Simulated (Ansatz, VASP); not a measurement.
# Two plane-wave programs on ZnSe

```
Zn Se
1.0
     0.00000    2.74519    3.01970
     2.74519    0.00000    3.01970
     2.74519    2.74519    0.00000
Zn Se
1 1
Direct
  0.00000 0.00000 0.00000
  0.75000 0.75000 0.75000
```

Alike in both runs: task single point; functional PBE; k mesh 10 × 10 × 10; occupations gaussian, width 0.05 eV; no spin polarisation.

```csv
,VASP,Ansatz
version,VASP 6.6.1,Ansatz 0.2.0
potentials or method,"VASP PAW PBE potentials, release 64 (Zn, Se), cutoff 520 eV","scalar-relativistic, plane waves, PAW"
valence electrons in the cell,18,28
```

VASP gave:

| Property | Result |
| --- | --- |
| gap on the k mesh at the Fermi level (eV) | 1.11 |
| least direct gap on the mesh (eV) | 1.11 |
| pressure (GPa) | 2.2 |
| traceless stress, the component that is largest in VASP (GPa) | -2.56 |

Question: Estimate Ansatz's values.

Answer: gap on the k mesh at the Fermi level (eV): 1.11; least direct gap on the mesh (eV): 1.11; pressure (GPa): 1.9; traceless stress, the component that is largest in VASP (GPa): -2.58.

With one functional, cell and mesh, what is left measures potentials, basis and numerics. VASP's potentials hold 18 valence electrons a cell and Ansatz's 28, so a difference there can come from the potentials and not from the codes.
